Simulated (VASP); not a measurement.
MgO (l.bA):

```xyz
2
Lattice="0.0000 2.1100 2.1100 2.1100 0.0000 2.1100 2.1100 2.1100 0.0000" Properties=species:S:1:pos:R:3 pbc="T T T"
Mg    0.0000    0.0000    0.0000
O     2.1100    2.1100    2.1100
```

* Program: VASP 6.6.1
* Task: relaxation of cell and atoms
* Functional: LDA
* Potentials or basis: VASP PAW LDA potentials, release 64 (Mg, O)
* Cutoff: 600 eV
* k mesh: 10 × 10 × 10
* Occupations: gaussian, width 0.02 eV
* Spin: no spin polarisation

At the start: pressure -8.8 GPa; volume 9.39 Å³/atom.

Task: How do energy, volume and symmetry change on relaxing?

Result: Over 3 steps the energy falls by 14.4 meV/atom and the volume is 8.89 Å³/atom (-5.4 %); space group Fm-3m (No. 225, to 0.05 Å).

The path:
```tsv
step	energy change (eV)	largest force (eV/Å)	pressure (GPa)	volume (Å³)
1	0.0000	0.0000	-8.79	18.79
2	-0.0246	0.0000	3.84	17.42
3	-0.0289	0.0000	0.01	17.78
```

Final structure:
```
CELL_PARAMETERS angstrom
0.00000 2.07166 2.07166
2.07166 0.00000 2.07166
2.07166 2.07166 0.00000
ATOMIC_POSITIONS crystal
Mg 0.00000 0.00000 0.00000
O 0.50000 0.50000 0.50000
```
